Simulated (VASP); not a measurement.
MgO: single point with PBEsol

Slab: MgO, a slab with vacuum.

```
CELL_PARAMETERS angstrom
3.30779 0.00000 0.00000
-1.65389 2.86463 0.00000
0.00000 0.00000 9.98288
ATOMIC_POSITIONS crystal
Mg 0.33333 0.66667 0.00108
Mg 0.66667 0.33333 0.25065
O 0.33333 0.66667 0.20087
O 0.66667 0.33333 0.45045
```

```yaml
Program: VASP 6.6.1
Task: single point
Functional: PBEsol
Potentials_or_basis: VASP PAW PBE potentials, release 64 (Mg, O)
Cutoff: 520 eV
k_mesh: 5 × 5 × 3
Occupations: fermi-dirac, width 0.05 eV
Spin: no spin polarisation
Dipole_correction: no
Further_INCAR_settings: ALGO = Normal; EDIFF = 1e-06; NBANDS = 16; NELMDL = -8
```

```
Largest force          : 1.801 eV/Å
Band gap on the k mesh : zero (band 8 reaches -1.47 eV, above the bottom of band 9 at -1.79 eV)
```

Forces on the atoms (eV/Å):
```
Mg   0.000  0.000  0.198
Mg   0.000  0.000  1.801
O    0.000  0.000 -1.758
O    0.000  0.000 -0.241
```

Levels at points of the mesh, in eV from the Fermi level:
```tsv
k point	band 5	band 6	band 7	band 8	band 9	band 10	band 11	band 12
(0.00, 0.00, 0.00)	-2.26	-2.18	-0.62	0.32	0.32	2.53	5.50	8.58
```

Run time: 17 s on 1 thread of Intel(R) Xeon(R) 6975P-C (Granite Rapids) (shared host), peak memory 0.23 GiB.

Caveat: the k points lie up to 0.44 Å⁻¹ apart; the PAW data sets were made with another functional, which shifts forces and pressure a little.
